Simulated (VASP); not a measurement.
Write the native input for VASP 6.6.1 that does the following.

- Task: single point
- Functional: PBE
- Potentials or basis: VASP PAW PBE potentials, release 64 (Dy)
- Cutoff: 600 eV
- k mesh: 8 × 8 × 8
- Occupations: gaussian, width 0.05 eV
- Spin: collinear spin, ferromagnetic start
- Starting moments: [5.16] μB
- Dipole correction: no
- Further INCAR settings: ALGO = Normal; EDIFF = 1e-06; NBANDS = 20

The structure of Dy lies in POSCAR:

```
Dy
1.0
    0.0000000000      2.5724410712      2.5724410712
    2.5724410712      0.0000000000      2.5724410712
    2.5724410712      2.5724410712      0.0000000000
Dy
1
Direct
    0.0000000000      0.0000000000      0.0000000000
```

This isn't the form of Dy at room conditions, which is hcp.

One way to write it, as run:

INCAR

```
SYSTEM = Dy
ALGO = Normal
EDIFF = 1E-6
ENCUT = 600
GGA = PE
GGA_COMPAT = .FALSE.
ISIF = 2
ISMEAR = 0
ISPIN = 2
LASPH = .TRUE.
LCHARG = .FALSE.
LMAXMIX = 6
LORBIT = 11
LREAL = .FALSE.
LWAVE = .FALSE.
MAGMOM = 5.16
NBANDS = 20
NELM = 200
PREC = Accurate
SIGMA = 0.05
```

KPOINTS

```
k-points
0
G
  8 8 8
  0 0 0
```

Potentials or basis: VASP PAW PBE potentials, release 64 (Dy).

Run with:

```bash
$ cat potpaw_PBE.64/Dy/POTCAR > POTCAR
$ mpirun -np 1 vasp_std > vasp.out
```

It gave:

```json
{"Pressure": "-0.9 GPa", "Net moment": "4.81 μB per cell", "Site moments": "Dy +4.61 μB", "Valence electrons inside the program's atomic spheres": "Dy 17.74"}
```

Caveat: the magnetic or orbital state may not be the lowest.

Wall time 120 s on 1 thread of Intel Xeon 8259CL, with other jobs on the host, peak memory 0.23 GiB.
